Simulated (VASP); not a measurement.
A run of VASP 6.6.1:

Contents of INCAR:

```
SYSTEM = Be
  PREC = Accurate
  ENCUT = 520
  EDIFF = 1E-7
  ISMEAR = 0
  SIGMA = 0.01
  LREAL = .FALSE.
  LASPH = .TRUE.
  NELM = 100
  ALGO = Normal
  ISIF = 2
  LWAVE = .FALSE.
  LCHARG = .FALSE.
  GGA = CA
  NBANDS = 9
```

File KPOINTS:

```
Automatic mesh
0
G
  16 16 9
  0 0 0
```

The input POSCAR:

```
Be
1.0
    2.2295160349      0.0000000000      0.0000000000
   -1.1147580175      1.9308175243      0.0000000000
    0.0000000000      0.0000000000      3.5083258361
Be
2
Direct
    0.3333333333      0.6666666667      0.2500000000
    0.6666666667      0.3333333333      0.7500000000
```

Potentials or basis: VASP PAW LDA potentials, release 64 (Be).

Command:

```sh
$ cat potpaw_LDA.64/Be/POTCAR > POTCAR
$ mpirun -np 1 vasp_std > vasp.out
```

Hardware: 1 thread of Intel(R) Xeon(R) 6975P-C (Granite Rapids) (shared host).

Question: Estimate the wall time of this run.

Answer: It took 6 s on 1 thread of Intel(R) Xeon(R) 6975P-C (Granite Rapids), on a shared host, peak memory 0.12 GiB. Counts: scf iterations 10, k points 150.
